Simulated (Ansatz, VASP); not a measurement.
## KF: VASP beside Ansatz

POSCAR

```
KF
1.0
    0.0000000000      2.7956763218      2.7956763218
    2.7956763218      0.0000000000      2.7956763218
    2.7956763218      2.7956763218      0.0000000000
K F
1 1
Direct
    0.0000000000      0.0000000000      0.0000000000
    0.2500000000      0.2500000000      0.2500000000
```

File INCAR.step1:

```
SYSTEM = KF
  PREC = Accurate
  ENCUT = 520
  ISMEAR = 0
  SIGMA = 0.01
  LREAL = .False.
  LASPH = .True.
  NELM = 100
  NBANDS = 15
  GGA = PE
  ALGO = Normal
  EDIFF = 1E-4
  LWAVE = .True.
  LCHARG = .False.
```

The input INCAR.step2:

```
SYSTEM = KF
  PREC = Accurate
  ENCUT = 520
  EDIFF = 1E-6
  ISMEAR = 0
  SIGMA = 0.01
  LREAL = .False.
  LASPH = .True.
  NELM = 100
  ALGO = Normal
  ISIF = 2
  LWAVE = .False.
  LCHARG = .True.
  METAGGA = R2SCAN
  LMIXTAU = .True.
  LELF = .True.
  LVHAR = .True.
  NBANDS = 15
  ISTART = 1
```

File KPOINTS:

```
regular mesh
0
Gamma
  8 8 8
  0 0 0
```

Input for Ansatz:

```yaml
crystal:
  lattice:
    - [0.0, 2.7956763218, 2.7956763218]
    - [2.7956763218, 0.0, 2.7956763218]
    - [2.7956763218, 2.7956763218, 0.0]
  atoms:
    - { symbol: K, position: [0.0, 0.0, 0.0] }
    - { symbol: F, position: [0.25, 0.25, 0.25] }
kpoints:
  mp_grid: { grid: [8, 8, 8] }
  band_path:
    path:
      - [0.0, 0.0, 0.0]
      - [-0.5, -0.5, 0.0]
      - [-0.375, -0.375, 0.25]
      - [-0.375, 0.0, 0.375]
      - [0.0, 0.0, 0.5]
      - [-0.5, -0.25, 0.25]
    npoints: 1
hamiltonian:
  xc: r2scan
scf:
  occupations: { method: fixed }
  n_extra_bands: 4
output:
  forces: true
  stress: true
  eigenvalues: true
```

Change from the starting cell: hydrostatic strain -4.8%.

Alike in both runs: task single point; functional r2SCAN; k mesh 8 × 8 × 8; no spin polarisation.

|  | VASP | Ansatz |
| --- | --- | --- |
| version | VASP 6.6.1 | Ansatz 0.2.0 |
| potentials or method | VASP PAW PBE potentials, release 64 (K_sv, F) | plane waves, PAW |
| plane-wave cutoff (eV) | 520 | 500 |
| occupations | gaussian, width 0.01 eV | fixed |
| valence electrons in the cell | 16 | 16 |

```csv
,VASP,Ansatz,Ansatz less VASP
gap on the k mesh at the Fermi level (eV),6.11,6.11,+0.006
pressure (GPa),5.0,4.8,-0.16
```

VASP's potentials were made for PBE, not for r2SCAN.
